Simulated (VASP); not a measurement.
A run of VASP 6.6.1 is set up as follows.

The input INCAR:

```
ALGO     = Normal         # electronic algorithm
EDIFF    = 1E-8           # SCF threshold, eV
ENCUT    = 520            # plane-wave cutoff, eV
GGA      = PE             # functional
ISIF     = 2              # what is computed and relaxed
ISMEAR   = -1             # smearing method
LASPH    = True           # aspherical terms in the spheres
LCHARG   = False          # write CHGCAR
LEFG     = True         
LREAL    = Auto         
LWAVE    = False          # write WAVECAR
NBANDS   = 40             # bands
NELM     = 100            # most SCF steps
PREC     = Accurate       # precision mode
SIGMA    = 0.02           # smearing width, eV
```

The input KPOINTS:

```
k-points
0
Gamma
  5 4 4
```

The input POSCAR:

```
LiH4BrO2
1.0
    5.3001000000      0.1060020000      0.0000000000
    2.7624624000      5.8770396000      0.0000000000
    0.9409766000      2.7330634000      5.7339000000
Li H Br O
2 8 2 4
Direct
    0.3064018713      0.3853483894      0.4803294589
    0.6935981287      0.6146516106      0.5196705411
    1.0312238502      0.8617992848      0.2778502226
   -0.0312238502      0.1382007152      0.7221497774
    0.7965058181      0.3466190687      0.2816488497
    0.2034941819      0.6533809313      0.7183511503
    0.5848582313      0.6153231198      0.1314196163
    0.4151417687      0.3846768802      0.8685803837
    0.9265350745      0.7656335212      0.1342911759
    0.0734649255      0.2343664788      0.8657088241
    0.2492718304      0.1235761328      0.2284765723
    0.7507281696      0.8764238672      0.7715234277
    0.9842710272      0.7213065247      0.2938519734
    0.0157289728      0.2786934753      0.7061480266
    0.6168213517      0.4780276124      0.2900084671
    0.3831786483      0.5219723876      0.7099915329
```

Potentials or basis: VASP PAW PBE potentials, release 64 (Li_sv, H, Br, O).

Run with:

```console
$ cat potpaw_PBE.64/Li_sv/POTCAR potpaw_PBE.64/H/POTCAR potpaw_PBE.64/Br/POTCAR potpaw_PBE.64/O/POTCAR > POTCAR
$ mpirun -np 1 vasp_std > vasp.out
```

Estimate the largest force.

0.949 eV/Å.

Predict the band gap on the k mesh.

4.45 eV.

Electric field gradients, principal values (V/Å²):
```tsv
atom	least	middle	greatest (by size)
1 Li	0.207	0.704	-0.911
2 Li	0.207	0.704	-0.911
3 H	-12.994	-17.199	30.193
4 H	-12.994	-17.199	30.193
5 H	-17.375	-21.851	39.226
6 H	-17.375	-21.851	39.226
7 H	-16.515	-20.396	36.911
8 H	-16.515	-20.396	36.911
9 H	-14.777	-19.248	34.025
10 H	-14.777	-19.248	34.025
11 Br	-1.707	-39.492	41.200
12 Br	-1.707	-39.492	41.200
13 O	16.733	123.306	-140.039
14 O	16.733	123.306	-140.039
15 O	14.139	120.430	-134.569
16 O	14.139	120.430	-134.569
```

Caveat: the cell differs from its parent crystal (xy shear strain of +4 %); without QUAD_EFG the Cq values of the log hold for a quadrupole moment of 1 mb, not for the nuclei.
